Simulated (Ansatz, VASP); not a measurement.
# One calculation of Si4Ge3, two programs

```xyz
7
Lattice="1.8643 1.0763 10.4114 -1.8643 1.0763 10.4114 0.0000 -2.1527 10.4114" Properties=species:S:1:pos:R:3 pbc="T T T"
Si    0.0000    0.0000   13.2072
Si    0.0000    0.0000   18.0270
Si    0.0000    0.0000    8.7986
Si    0.0000    0.0000   22.4356
Ge    0.0000    0.0000    0.0000
Ge    0.0000    0.0000    4.3196
Ge    0.0000    0.0000   26.9146
```

Change from the starting cell: species swapped into the Te4Pt3 type (R-3m, No. 166).

Alike in both runs: functional PBE; k mesh 5 × 5 × 5; occupations gaussian, width 0.2 eV; no spin polarisation.

Ansatz relaxed the structure, and its values are those at the end. VASP's run is a single point on that final structure, the one shown.

```csv
,VASP,Ansatz
version,VASP 6.6.1,Ansatz 0.2.0
potentials or method,"VASP PAW PBE potentials, release 64 (Si, Ge_d), cutoff 520 eV","scalar-relativistic, plane waves, PAW"
valence electrons in the cell,58,58
```

```tsv
	VASP	Ansatz	Ansatz less VASP
gap on the k mesh at the Fermi level (eV)	none	none	-
pressure (GPa)	0.2	0.2	+0.02
rms of the force components (eV/Å)	0.009	0.007	-0.0021
```

A gap of «none» marks a metal or a gap that the smearing closes.

The k mesh is coarse, so the values compare programs but aren't converged.
